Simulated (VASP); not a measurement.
Runs of VASP 6.6.1 on SnSe. The structure is that of space group F-43m (No. 216), or close to it. The cells are those of the table. 

```csv
task,cell,k mesh,cutoff (eV),smearing,gap on the mesh (eV),pressure (GPa),relaxed volume (Å³/atom)
single point,"a = 4.792 Å, angles 60.0°, 2 atoms",10 × 10 × 10,520,gaussian 0.01 eV,0.11,0.0,-
single point,"a = 4.474 Å, angles 60.0°, 2 atoms",6 × 6 × 6,520,gaussian 0.1 eV,none,8.9,-
single point,"a = 4.792 Å, angles 60.0°, 2 atoms",6 × 6 × 6,520,gaussian 0.1 eV,0.21,0.0,-
relaxation of cell and atoms,"relaxed from a = 4.792 Å, angles 60.0°, 2 atoms",10 × 10 × 10,600,gaussian 0.01 eV,(b),0.0,38.99
relaxation of cell and atoms,"relaxed from a = 4.474 Å, angles 60.0°, 2 atoms",6 × 6 × 6,600,gaussian 0.1 eV,0.21,0.1,(a)
```

Alike in all rows: level PBE; potentials or basis VASP PAW PBE potentials, release 64 (Sn_d, Se); no spin polarisation.

**Question.** Estimate the missing entries.

**Answer.** (a) 38.87; (b) 0.12.

Caveats: spin-orbit coupling is left out, which moves the levels of the heavy elements; the volume moved by over 15 % at a fixed basis, so the end points are rough (some runs).

A k mesh can miss the band edges, and the runs leave out spin-orbit coupling on Se, Sn.

A gap of «none» marks levels without a gap at the run's occupations.
